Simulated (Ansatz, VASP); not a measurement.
## One calculation of MgS, two programs

Contents of INCAR:

```
SYSTEM = MgS
PREC     = Accurate       ! precision mode
ENCUT    = 520            ! plane-wave cutoff, eV
EDIFF    = 1E-6           ! SCF threshold, eV
ISMEAR   = 0              ! smearing method
SIGMA    = 0.05           ! smearing width, eV
LREAL    = .False.        ! projectors in reciprocal space
LASPH    = .True.         ! aspherical terms in the spheres
NELM     = 80             ! most SCF steps
ALGO     = Normal         ! electronic algorithm
ISIF     = 2              ! what is computed and relaxed
LWAVE    = .False.        ! write WAVECAR
LCHARG   = .False.        ! write CHGCAR
NBANDS   = 11             ! bands
```

KPOINTS

```
regular mesh
0
Gamma
  8 8 8
  0 0 0
```

Contents of POSCAR:

```
MgS
1.0
    0.0000000000      2.6016500000      2.6016500000
    2.6016500000      0.0000000000      2.6016500000
    2.6016500000      2.6016500000      0.0000000000
Mg S
1 1
Direct
    0.0000000000      0.0000000000      0.0000000000
    0.4903907136      0.4903907136      0.5096092864
```

Input for Ansatz:

```yaml
crystal:
  lattice:
    - [0.0, 2.60165, 2.60165]
    - [2.60165, 0.0, 2.60165]
    - [2.60165, 2.60165, 0.0]
  atoms:
    - { symbol: Mg, position: [0.0, 0.0, 0.0] }
    - { symbol: S, position: [0.4903907136, 0.4903907136, 0.5096092864] }
basis:
  ecutwfc: 420
kpoints:
  mp_grid: { grid: [8, 8, 8] }
hamiltonian:
  xc: lda
scf:
  occupations: { method: gaussian, width: 0.05 }
output:
  forces: true
  stress: true
  eigenvalues: true
```

Change from the starting cell: all S atoms moved +0.050 Å, as atom 2 towards its neighbour atom 1 (Mg) at 2.602 Å.

Alike in both runs: task single point; functional LDA; k mesh 8 × 8 × 8; occupations gaussian, width 0.05 eV; no spin polarisation.

|  | VASP | Ansatz |
| --- | --- | --- |
| version | VASP 6.6.1 | Ansatz 0.2.0 |
| potentials or method | VASP PAW LDA potentials, release 64 (Mg, S), cutoff 520 eV | scalar-relativistic, plane waves, PAW |
| valence electrons in the cell | 8 | 16 |

|  | VASP | Ansatz | Ansatz less VASP |
| --- | --- | --- | --- |
| gap on the k mesh at the Fermi level (eV) | 2.56 | 2.56 | +0.002 |
| least direct gap on the mesh (eV) | 3.49 | 3.48 | -0.011 |
| pressure (GPa) | -3.8 | -3.2 | +0.57 |
| traceless stress, the component that is largest in VASP (GPa) | 0.20 | 0.20 | -0.001 |
| rms of the force components (eV/Å) | 0.073 | 0.073 | +0.0001 |

LDA's correlation is that of Perdew and Zunger in VASP and of Perdew and Wang (1992) in Ansatz. Atom by atom the forces differ by 0.000 eV/Å (rms over components). VASP's potentials hold 8 valence electrons a cell and Ansatz's 16, so a difference there can come from the potentials and not from the codes.
